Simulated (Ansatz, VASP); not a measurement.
One calculation of Pb, two programs

The input INCAR:

```
  PREC = Accurate
  ENCUT = 520
  EDIFF = 1E-6
  ISMEAR = 0
  SIGMA = 0.15
  LREAL = F
  LASPH = T
  NELM = 100
  ALGO = Fast
  ISIF = 2
  LWAVE = F
  LCHARG = F
  GGA = PS
  NBANDS = 21
```

Contents of KPOINTS:

```
Automatic mesh
0
Gamma
  15 15 10
```

File POSCAR:

```
Pb
1.0
    3.4800006906      0.0000000000      0.0000000000
   -1.7400003453      3.0137690032      0.0000000000
    0.0000000000      0.0000000000      5.5341000000
Pb
2
Direct
    0.3333333333      0.6666666667      0.2500000000
    0.6666666667      0.3333333333      0.7500000000
```

Input for Ansatz:

```yaml
crystal:
  lattice:
    - [3.4800006906, 0.0, 0.0]
    - [-1.7400003453, 3.0137690032, 0.0]
    - [0.0, 0.0, 5.5341]
  atoms:
    - { symbol: Pb, position: [0.3333333333, 0.6666666667, 0.25] }
    - { symbol: Pb, position: [0.6666666667, 0.3333333333, 0.75] }
basis:
  ecutwfc: 420
kpoints:
  mp_grid: { grid: [15, 15, 10] }
hamiltonian:
  xc: pbesol
scf:
  occupations: { method: gaussian, width: 0.15 }
output:
  forces: true
  stress: true
  eigenvalues: true
```

Change from the starting cell: strain -0.0100 x Voigt [0, 0, 1, 0, 0, 0], atoms carried along.

Alike in both runs: task single point; functional PBEsol; k mesh 15 × 15 × 10; occupations gaussian, width 0.15 eV; no spin polarisation.

```csv
,VASP,Ansatz
version,VASP 6.6.1,Ansatz 0.2.0
potentials or method,"VASP PAW PBE potentials, release 64 (Pb_d), cutoff 520 eV","scalar-relativistic, plane waves, PAW"
valence electrons in the cell,28,28
```

Ansatz gave:

```
gap on the k mesh at the Fermi level (eV)                     : none
pressure (GPa)                                                : 1.6
traceless stress, the component that is largest in VASP (GPa) : 1.89
```

Q: Which values does VASP return?

A: gap on the k mesh at the Fermi level (eV): none; pressure (GPa): 1.5; traceless stress, the component that is largest in VASP (GPa): 1.89.

VASP's potentials were made for PBE, not for PBEsol. A gap of «none» marks a metal or a gap that the smearing closes. With one functional, cell and mesh, what is left measures potentials, basis and numerics.

Spin-orbit coupling is off throughout.
